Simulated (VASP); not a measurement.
Set up this calculation in VASP 6.6.1, as the native input.

```yaml
Task: single point
Functional: PBE
Potentials_or_basis: VASP PAW PBE potentials, release 64 (Hf_pv, B)
Cutoff: 520 eV
k_mesh: 14 × 14 × 12
Occupations: gaussian, width 0.05 eV
Spin: no spin polarisation
Dipole_correction: no
Further_INCAR_settings: ALGO = Normal; EDIFF = 1e-07; NBANDS = 15
```

The structure of HfB2 lies in POSCAR:

```
HfB2
1.0
    3.1453127744      0.0000000000      0.0000000000
   -1.5726563872      2.7239207655      0.0000000000
    0.0000000000      0.0000000000      3.4867733264
Hf B
1 2
Direct
    0.0000000000      0.0000000000      0.0000000000
    0.3333333333      0.6666666667      0.5000000000
    0.6666666667      0.3333333333      0.5000000000
```

One way to write it, as run:

INCAR

```
SYSTEM = HfB2
ALGO     = Normal         ! electronic algorithm
EDIFF    = 1E-7           ! SCF threshold, eV
ENCUT    = 520            ! plane-wave cutoff, eV
GGA      = PE             ! functional
ISIF     = 2              ! what is computed and relaxed
ISMEAR   = 0              ! smearing method
LASPH    = .True.         ! aspherical terms in the spheres
LCHARG   = .True.         ! write CHGCAR
LELF     = .True.         ! ELF
LREAL    = .False.        ! projectors in reciprocal space
LVHAR    = .True.       
LWAVE    = .False.        ! write WAVECAR
NBANDS   = 15             ! bands
NELM     = 100            ! most SCF steps
PREC     = Accurate       ! precision mode
SIGMA    = 0.05           ! smearing width, eV
```

KPOINTS

```
k-points
0
Gamma
  14 14 12
  0 0 0
```

Potentials or basis: VASP PAW PBE potentials, release 64 (Hf_pv, B).

Command:

```sh
$ cat potpaw_PBE.64/Hf_pv/POTCAR potpaw_PBE.64/B/POTCAR > POTCAR
$ mpirun -np 1 vasp_std > vasp.out
```

Results of the run:

* Pressure: -0.4 GPa
* Band gap on the k mesh: zero (band 8 reaches 8.42 eV, above the bottom of band 9 at 7.42 eV)

Caveat: spin-orbit coupling is left out, which moves the levels of the heavy elements.

Wall time 47 s on 1 thread of Intel(R) Xeon(R) Platinum 8375C CPU @ 2.90GHz (Ice Lake), on a shared host, peak memory 0.2 GiB.
